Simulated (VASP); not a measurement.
O, 4 atoms in the cell. The typed cell holds 4 atoms: a = 2.664 Å, b = 2.630 Å, c = 6.553 Å, α = 89.97°, β = 91.49°, γ = 121.63°. 

| Property | Result |
| --- | --- |
| Program | VASP 6.6.1 |
| Task | single point |
| Functional | r2SCAN |
| Potentials or basis | VASP PAW PBE potentials, release 64 (O) |
| Cutoff | 520 eV |
| k mesh | 6 × 6 × 2 |
| Occupations | methfessel-paxton, width 0.1 eV |
| Spin | no spin polarisation |
| Dipole correction | no |
| Further INCAR settings | ALGO = Normal; EDIFF = 1e-07; NBANDS = 20 |

Potentials or basis: VASP PAW PBE potentials, release 64 (O).

The run is started by

```sh
$ cat potpaw_PBE.64/O/POTCAR > POTCAR
$ cp INCAR.step1 INCAR
$ mpirun -np 1 vasp_std > vasp.out
$ cp INCAR.step2 INCAR
$ mpirun -np 1 vasp_std > vasp.out
```

Hardware: 1 thread of Intel(R) Xeon(R) 6975P-C (Granite Rapids), with other jobs on the host.

Problem. How long does it take, and how much memory?

Solution. It took 100 s on 1 thread of Intel(R) Xeon(R) 6975P-C (Granite Rapids), on a shared host, peak memory 0.15 GiB. Counts: k points 40.
